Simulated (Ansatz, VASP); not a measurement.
# BiTe in VASP and in Ansatz

```
CELL_PARAMETERS angstrom
2.42271 1.39875 3.31729
-2.42271 1.39875 3.31729
0.00000 -2.79750 3.31729
ATOMIC_POSITIONS crystal
Bi 0.50000 0.50000 0.50000
Te 0.99039 0.99039 0.00961
```

Change from the starting cell: all Te atoms moved +0.062 Å, as atom 2 towards its neighbour atom 1 (Bi) at 3.252 Å.

Alike in both runs: task single point; functional PBEsol; k mesh 12 × 12 × 12; occupations gaussian, width 0.15 eV; no spin polarisation.

|  | VASP | Ansatz |
| --- | --- | --- |
| version | VASP 6.6.1 | Ansatz 0.2.0 |
| potentials or method | VASP PAW PBE potentials, release 64 (Bi_d, Te), cutoff 520 eV | scalar-relativistic, plane waves, PAW |
| valence electrons in the cell | 21 | 31 |

```tsv
	VASP	Ansatz	Ansatz less VASP
gap on the k mesh at the Fermi level (eV)	none	none	-
pressure (GPa)	-2.5	-2.4	+0.03
traceless stress, the component that is largest in VASP (GPa)	0.14	0.14	+0.002
rms of the force components (eV/Å)	0.066	0.065	-0.0008
```

VASP's potentials were made for PBE, not for PBEsol. Atom by atom the forces differ by 0.001 eV/Å (rms over components). A gap of «none» marks a metal or a gap that the smearing closes. VASP's potentials hold 21 valence electrons a cell and Ansatz's 31, so a difference there can come from the potentials and not from the codes.

Neither program's run includes spin-orbit coupling.
